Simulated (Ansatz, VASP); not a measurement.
# BeS4: VASP beside Ansatz

```
Be S
1.0
     4.96148   -4.02734    0.00000
     4.96148    4.02734    0.00000
     0.00000    0.00000    3.39816
Be S
1 4
Direct
  0.00000 0.00000 0.00000
  0.85928 0.14072 0.50000
  0.14072 0.85928 0.50000
  0.40289 0.40289 0.00000
  0.59711 0.59711 0.00000
```

Change from the starting cell: species swapped into the OsCl4 type (Cmmm, No. 65).

Alike in both runs: functional PBE; k mesh 4 × 4 × 6; occupations gaussian, width 0.1 eV; no spin polarisation.

Ansatz relaxed the structure, and its values are those at the end. VASP's run is a single point on that final structure, the one shown.

|  | VASP | Ansatz |
| --- | --- | --- |
| version | VASP 6.6.1 | Ansatz 0.2.0 |
| potentials or method | VASP PAW PBE potentials, release 64 (Be, S), cutoff 520 eV | scalar-relativistic, plane waves, PAW |
| valence electrons in the cell | 26 | 26 |

```tsv
	VASP	Ansatz	Ansatz less VASP
gap on the k mesh at the Fermi level (eV)	none	none	-
pressure (GPa)	-0.2	0.0	+0.27
rms of the force components (eV/Å)	0.083	0.003	-0.0803
```

A gap of «none» marks a metal or a gap that the smearing closes.
